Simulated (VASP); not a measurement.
# C in VASP: single point with PBE+D3(BJ)

Aim: the single point of C with PBE+D3(BJ).

All numbers are computed with VASP 6.6.1; they aren't measurements. Logs are shortened: lines on timing, memory, paths and dates and some standing lists are left out, and cuts for length are marked.

## Step 1: The cell of the first run

The cell holds a slab with vacuum, 4 atoms: a = 2.466 Å, b = 2.466 Å, c = 17.500 Å, α = 90.00°, β = 90.00°, γ = 120.00°.

## Step 2: Single point, PBE+D3(BJ)

INCAR

```
ALGO = Normal ; DIPOL = 0.5 0.5 0.360
EDIFF = 1E-7 ; ENCUT = 520
GGA = PE ; IDIPOL = 3
ISIF = 2 ; ISMEAR = 0
IVDW = 12 ; LASPH = True
LCHARG = True ; LDIPOL = True
LELF = True ; LREAL = False
LVACPOTAV = True ; LVHAR = True
LWAVE = False ; NBANDS = 16
NELM = 80 ; PREC = Accurate
SIGMA = 0.1
```

KPOINTS

```
k-points
0
Gamma
  15 15 1
```

POSCAR

```
C
1.0
    2.4656524409      0.0000000000      0.0000000000
   -1.2328262205      2.1353176508      0.0000000000
    0.0000000000      0.0000000000     17.5000663883
C
4
Direct
    0.6666666667      0.3333333333      0.2571437784
    0.3333333333      0.6666666667      0.2571418816
    0.6666666667      0.3333333333      0.4634306070
    1.0000000000      0.0000000000      0.4634287102
```

Potentials or basis: VASP PAW PBE potentials, release 64 (C).

Launch:

```bash
$ cat potpaw_PBE.64/C/POTCAR > POTCAR
$ mpirun -np 1 vasp_std > vasp.out
```

OUTCAR:

```text
EDIFF = 1E-7
   ENCUT = 520
   GGA = PE
   ISIF = 2
   ISMEAR = 0
   IVDW = 12
   LASPH = True
   LREAL = False
   NELM = 80
   PREC = Accurate
 IVDW          = 12

 ion  position               nearest neighbor table
   1  0.667  0.333  0.257-   2 1.42   2 1.42   2 1.42
   2  0.333  0.667  0.257-   1 1.42   1 1.42   1 1.42
   3  0.667  0.333  0.463-   4 1.42   4 1.42   4 1.42
   4  0.000  0.000  0.463-   3 1.42   3 1.42   3 1.42

  LATTYP: Found a hexagonal cell.
 ALAT       =     2.4656524409
 C/A-ratio  =     7.0975398227

  Lattice vectors:

 A1 = (   2.4656524409,   0.0000000000,   0.0000000000)
 A2 = (  -1.2328262205,   2.1353176508,   0.0000000000)
 A3 = (   0.0000000000,   0.0000000000,  17.5000663883)

Analysis of symmetry for initial positions (statically):
=====================================================================
 Subroutine PRICEL returns:
 Original cell was already a primitive cell.

 Routine SETGRP: Setting up the symmetry group for a
 hexagonal supercell.

 Subroutine GETGRP returns: Found 12 space group operations
 (whereof  6 operations were pure point group operations)
 out of a pool of 24 trial point group operations.

The static configuration has the point symmetry C_3v.
 The point group associated with its full space group is D_3d.

Analysis of symmetry for dynamics (positions and initial velocities):
=====================================================================
 Subroutine PRICEL returns:
 Original cell was already a primitive cell.

 Routine SETGRP: Setting up the symmetry group for a
 hexagonal supercell.

 Subroutine GETGRP returns: Found 12 space group operations
 (whereof  6 operations were pure point group operations)
 out of a pool of 24 trial point group operations.

The dynamic configuration has the point symmetry C_3v.
 The point group associated with its full space group is D_3d.

 Subroutine INISYM returns: Found 12 space group operations
 (whereof  6 operations are pure point group operations),
 and found     1 'primitive' translations

----------------------------------------------------------------------------------------

                                     Primitive cell

  volume of cell :      92.1370

  direct lattice vectors                    reciprocal lattice vectors
     2.465652441  0.000000000  0.000000000     0.405572166  0.234157199  0.000000000
    -1.232826221  2.135317651  0.000000000     0.000000000  0.468314398  0.000000000
     0.000000000  0.000000000 17.500066388     0.000000000  0.000000000  0.057142640

  length of vectors
     2.465652441  2.465652441 17.500066388     0.468314398  0.468314398  0.057142640

  position of ions in fractional coordinates (direct lattice)
     0.666666667  0.333333333  0.257143778
     0.333333333  0.666666667  0.257141882
     0.666666667  0.333333333  0.463430607
     0.000000000  0.000000000  0.463428710

  ion indices of the primitive-cell ions
   primitive index   ion index
                 1           1
                 2           2
                 3           3
                 4           4

----------------------------------------------------------------------------------------

 KPOINTS: k-points

Automatic generation of k-mesh.
 Grid dimensions read from file:
 generate k-points for:   15   15    1

 Generating k-lattice:

  Cartesian coordinates                     Fractional coordinates (reciprocal lattice)
     0.027038144  0.015610480  0.000000000     0.066666667  0.000000000  0.000000000
     0.000000000  0.031220960  0.000000000     0.000000000  0.066666667  0.000000000
     0.000000000  0.000000000  0.057142640     0.000000000  0.000000000  1.000000000

  Length of vectors
     0.031220960  0.031220960  0.057142640

  Shift w.r.t. Gamma in fractional coordinates (k-lattice)
     0.000000000  0.000000000  0.000000000

 Subroutine IBZKPT returns following result:
 ===========================================

 Found     27 irreducible k-points:

 Following reciprocal coordinates:
            Coordinates               Weight
  0.000000  0.000000  0.000000      1.000000
  0.066667  0.000000  0.000000      6.000000
  0.133333 -0.000000  0.000000      6.000000
  0.200000  0.000000  0.000000      6.000000
  0.266667 -0.000000  0.000000      6.000000
  0.333333  0.000000  0.000000      6.000000
[... 16 lines left out ...]
  0.333333  0.200000  0.000000     12.000000
  0.400000  0.200000  0.000000      6.000000
 [... further k-points ...]
   k-points           NKPTS =     27   k-points in BZ     NKDIM =     27   number of bands    NBANDS=     16
   number of dos      NEDOS =    301   number of ions     NIONS =      4
   total plane-waves  NPLWV =  45360
   dimension x,y,z NGX =    18 NGY =   18 NGZ =  140
   dimension x,y,z NGXF=    36 NGYF=   36 NGZF=  280
   ions per type =               4
   NGX,Y,Z   is equivalent  to a cutoff of  12.14, 12.14, 13.30 a.u.
   NGXF,Y,Z  is equivalent  to a cutoff of  24.27, 24.27, 26.60 a.u.
 SYSTEM =  unknown system
   PREC   = accura    normal or accurate (medium, high low for compatibility)
   ISTART =      0    job   : 0-new  1-cont  2-samecut
   ICHARG =      2    charge: 1-file 2-atom 10-const
   ISPIN  =      1    spin polarized calculation?
   LNONCOLLINEAR =      F non collinear calculations
   LSORBIT =      F    spin-orbit coupling
   LASPH  =      T    aspherical Exc in radial PAW
   ENCUT  =  520.0 eV  38.22 Ry    6.18 a.u.   4.58  4.58 32.54*2*pi/ulx,y,z
   NELM   =     80;   NELMIN=  2; NELMDL= -5     # of ELM steps
   EDIFF  = 0.1E-06   stopping-criterion for ELM
   LREAL  =      F    real-space projection
   EDIFFG = 0.1E-05   stopping-criterion for IOM
   NSW    =      0    number of steps for IOM
   IBRION =     -1    ionic relax: 0-MD 1-quasi-New 2-CG
   NFREE  =      0    steps in history (QN), initial steepest desc. (CG)
   ISIF   =      2    stress and relaxation
   ISYM   =      2    0-nonsym 1-usesym 2-fastsym
   POTIM  = 0.5000    time-step for ionic-motion
   TEBEG  =    0.0;   TEEND  =   0.0 temperature during run
   PSTRESS=    0.0 pullay stress
   NELECT =      16.0000    total number of electrons
   NUPDOWN=      -1.0000    fix difference up-down
   EMIN   =  10.00;   EMAX   =-10.00  energy-range for DOS
   EFERMI =   0.00;   METHOD = LEGACY
   ISMEAR =     0;   SIGMA  =   0.10  broadening in eV -4-tet -1-fermi 0-gaus
   EFERMI_NEDOS =   21; number of points for ismear=-14 and -15
   IALGO  =     38    algorithm
   IMIX   =      4    mixing-type and parameters
     AMIX     =   0.40;   BMIX     =  1.00
     AMIX_MAG =   1.60;   BMIX_MAG =  1.00
  volume/ion in A,a.u.               =      23.03       155.44
  Fermi-wavevector in a.u.,A,eV,Ry     =   0.913349  1.725980 11.350070  0.834207
  Thomas-Fermi vector in A             =   2.037850
   LORBIT       =      0    0 simple, 1 ext, 2 COOP (PROOUT), +10 PAW based schemes
   GGA     = PE    functional components
   LHFCALC =     F    Hartree Fock is set to
   AEXX    =    0.0000 exact exchange contribution
   IVDW    =    12    specifies the selected vdW correction
   LEPSILON=     F    determine dielectric tensor
   LRPA    =     F    only Hartree local field effects (RPA)
 non-spin polarized calculation
 Gauss-broadening in eV      SIGMA  =   0.10
  energy-cutoff  :      520.00
  volume of cell :       92.14
 maximum number of plane-waves:      2516
   NGX =  9   NGY =  9   NGZ = 65

 dipolmoment           0.000000      0.000000      0.000130 electrons x Angstroem

 number of electron      15.9999997 magnetization

 dipolmoment           0.000000      0.000000     -0.000258 electrons x Angstroem

 Free energy of the ion-electron system (eV)
  ---------------------------------------------------
  ext. energy  EPLUGINS =         0.00000000
  ---------------------------------------------------
  free energy    TOTEN  =       -36.89111145 eV

  energy without entropy =      -36.89009889  energy(sigma->0) =      -36.89060517

 E-fermi :  -0.8249     XC(G=0):  -4.4791

 val. band max:       -0.8271111503   @ k =   0.3333   0.3333   0.0000
 cond. band min:      -0.8226801928   @ k =   0.3333   0.3333   0.0000
 fundamental gap:      0.0044309575
 Fermi energy:        -0.8248546153

 k-point     1 :       0.0000    0.0000    0.0000
  band No.  band energies     occupation
      1     -20.3840      2.00000
      2     -20.3006      2.00000
      3      -8.7651      2.00000
      4      -8.1022      2.00000
      5      -3.8637      2.00000
      6      -3.8637      2.00000
[... 8 lines left out ...]
     15       7.4865      0.00000
     16       7.4999      0.00000

 k-point     2 :       0.0667    0.0000    0.0000
  band No.  band energies     occupation
      1     -20.2786      2.00000
      2     -20.1958      2.00000
      3      -8.6383      2.00000
      4      -7.9784      2.00000
      5      -4.2891      2.00000
      6      -4.2810      2.00000
[... 8 lines left out ...]
     15       7.5569      0.00000
     16       7.9379      0.00000

 k-point     3 :       0.1333   -0.0000    0.0000
  band No.  band energies     occupation
      1     -19.9632      2.00000
      2     -19.8823      2.00000
      3      -8.2598      2.00000
      4      -7.6091      2.00000
      5      -5.4193      2.00000
      6      -5.4060      2.00000
[... 8 lines left out ...]
     15       7.5912      0.00000
     16       8.8482      0.00000

 k-point     4 :       0.2000    0.0000    0.0000
  band No.  band energies     occupation
      1     -19.4402      2.00000
      2     -19.3621      2.00000
      3      -7.6361      2.00000
      4      -7.0023      2.00000
      5      -6.9692      2.00000
      6      -6.9490      2.00000
[... 8 lines left out ...]
     15       7.4643      0.00000
     16       7.6929      0.00000

 k-point     5 :       0.2667   -0.0000    0.0000
  band No.  band energies     occupation
      1     -18.7137      2.00000
      2     -18.6396      2.00000
      3      -8.7037      2.00000
      4      -8.6762      2.00000
      5      -6.7812      2.00000
      6      -6.1734      2.00000
[... 8 lines left out ...]
     15       7.1777      0.00000
     16       7.7045      0.00000

 k-point     6 :       0.3333    0.0000    0.0000
  band No.  band energies     occupation
      1     -17.7916      2.00000
      2     -17.7223      2.00000
      3     -10.4707      2.00000
      4     -10.4357      2.00000
      5      -6.6104      2.00000
      6      -6.5972      2.00000
[... 8 lines left out ...]
     15       7.4943      0.00000
     16       8.8362      0.00000
[... 267 lines left out ...]
 k-point    21 :       0.2000    0.2000    0.0000
  band No.  band energies     occupation
      1     -17.5904      2.00000
      2     -17.5223      2.00000
      3      -9.7705      2.00000
      4      -9.7538      2.00000
      5      -8.2919      2.00000
      6      -8.2790      2.00000
[... 8 lines left out ...]
     15       9.5045      0.00000
     16       9.9961      0.00000

 k-point    22 :       0.2667    0.2000    0.0000
  band No.  band energies     occupation
      1     -16.5927      2.00000
      2     -16.5300      2.00000
      3     -11.0574      2.00000
      4     -11.0298      2.00000
      5      -9.1139      2.00000
      6      -9.0938      2.00000
[... 8 lines left out ...]
     15      10.0969      0.00000
     16      10.3515      0.00000

 k-point    23 :       0.3333    0.2000    0.0000
  band No.  band energies     occupation
      1     -15.4458      2.00000
      2     -15.3905      2.00000
      3     -12.4854      2.00000
      4     -12.4476      2.00000
      5      -9.5430      2.00000
      6      -9.5175      2.00000
[... 8 lines left out ...]
     15      10.3501      0.00000
     16      11.1370      0.00000

 k-point    24 :       0.4000    0.2000    0.0000
  band No.  band energies     occupation
      1     -14.5062      2.00000
      2     -14.4777      2.00000
      3     -13.5113      2.00000
      4     -13.4924      2.00000
      5      -9.6763      2.00000
      6      -9.6495      2.00000
[... 8 lines left out ...]
     15      11.0377      0.00000
     16      11.1812      0.00000

 [... further k-points ...]

------------------------ aborting loop because EDIFF is reached ----------------------------------------

 Edisp (eV)   -0.45606

 E8    (eV) :    -0.1354

  FORCE on cell =-STRESS in cart. coord.  units (eV):
  Direction    XX          YY          ZZ          XY          YZ          ZX
  --------------------------------------------------------------------------------------
  -------------------------------------------------------------------------------------
  Total       0.14060     0.14060    -0.17835    -0.00000    -0.00000     0.00000
  in kB       2.44493     2.44493    -3.10140    -0.00000    -0.00000     0.00000
  external pressure =        0.60 kB  Pullay stress =        0.00 kB

 VOLUME and BASIS-vectors are now :
 -----------------------------------------------------------------------------
  energy-cutoff  :      520.00
  volume of cell :       92.14
      direct lattice vectors                 reciprocal lattice vectors
     2.465652441  0.000000000  0.000000000     0.405572166  0.234157199  0.000000000
    -1.232826221  2.135317651  0.000000000     0.000000000  0.468314398  0.000000000
     0.000000000  0.000000000 17.500066388     0.000000000  0.000000000  0.057142640

 POSITION                                       TOTAL-FORCE (eV/Angst)
 -----------------------------------------------------------------------------------
      1.23283      0.71177      4.50003         0.000000     -0.000000      0.026761
     -0.00000      1.42355      4.50000         0.000000     -0.000000      0.015484
      1.23283      0.71177      8.11007        -0.000000      0.000000     -0.026761
      0.00000      0.00000      8.11003        -0.000000      0.000000     -0.015484
 -----------------------------------------------------------------------------------
    total drift:                               -0.000000     -0.000000     -0.059231

  FREE ENERGIE OF THE ION-ELECTRON SYSTEM (eV)
  ---------------------------------------------------
  free  energy   TOTEN  =       -37.3471740623 eV

  energy  without entropy=      -37.3461615006  energy(sigma->0) =      -37.34666778

 vacuum level on the upper side and lower side of the slab         3.431         3.440
```

It took 48 s on 1 thread of Intel Xeon Platinum 8259CL at 2.50GHz (Skylake/Cascade Lake), shared host; peak memory 0.2 GiB.

Results:

* Free energy: -37.3472 eV
* Largest force: 0.027 eV/Å
* Dispersion energy per atom: -0.114 eV

Forces in eV/Å, atoms in the order of the input:
```
C    0.000  0.000  0.027
C    0.000  0.000  0.015
C    0.000  0.000 -0.027
C    0.000  0.000 -0.015
```
